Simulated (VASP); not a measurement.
Set up this calculation in VASP 6.6.1, as the native input.

| Property | Result |
| --- | --- |
| Task | single point |
| Functional | PBE |
| Dispersion | D3(BJ) |
| Potentials or basis | VASP PAW PBE potentials, release 64 (Mo_sv, S) |
| Cutoff | 520 eV |
| k mesh | 12 × 12 × 2 |
| Occupations | fermi-dirac, width 0.02 eV |
| Spin | no spin polarisation |
| Dipole correction | no |
| Further INCAR settings | ALGO = Normal; EDIFF = 1e-07; NBANDS = 35 |

The structure of MoS2 lies in POSCAR:

```
MoS2
1.0
    3.1491880098      0.0000000028      0.0000000000
   -1.5745940074      2.7272768164      0.0000000000
    0.0000000000      0.0000000000     12.0873110479
Mo S
2 4
Direct
    0.6666666667      0.3333333333      0.2500000000
    0.3333333333      0.6666666667      0.7500000000
    0.6666666667      0.3333333333      0.6204704588
    0.3333333333      0.6666666667      0.3795295412
    0.6666666667      0.3333333333      0.8795295412
    0.3333333333      0.6666666667      0.1204704588
```

One way to write it, as run:

INCAR

```
SYSTEM = MoS2
  ALGO = Normal
  EDIFF = 1E-7
  ENCUT = 520
  GGA = PE
  ISIF = 2
  ISMEAR = -1
  IVDW = 12
  LASPH = .TRUE.
  LCHARG = .TRUE.
  LELF = .TRUE.
  LREAL = .FALSE.
  LVHAR = .TRUE.
  LWAVE = .FALSE.
  NBANDS = 35
  NELM = 60
  PREC = Accurate
  SIGMA = 0.02
```

KPOINTS

```
k-points
0
G
  12 12 2
  0 0 0
```

Potentials or basis: VASP PAW PBE potentials, release 64 (Mo_sv, S).

Run with:

```bash
$ cat potpaw_PBE.64/Mo_sv/POTCAR potpaw_PBE.64/S/POTCAR > POTCAR
$ mpirun -np 1 vasp_std > vasp.out
```

Results of the run:

The pressure is -0.1 GPa and the largest force is 0.010 eV/Å. The band gap on the k mesh is 0.80 eV (least direct gap 1.70 eV). The dispersion energy per atom is -0.438 eV.

It took 57 s on 1 thread of Intel(R) Xeon(R) 6975P-C (Granite Rapids), on a shared host, peak memory 0.28 GiB.
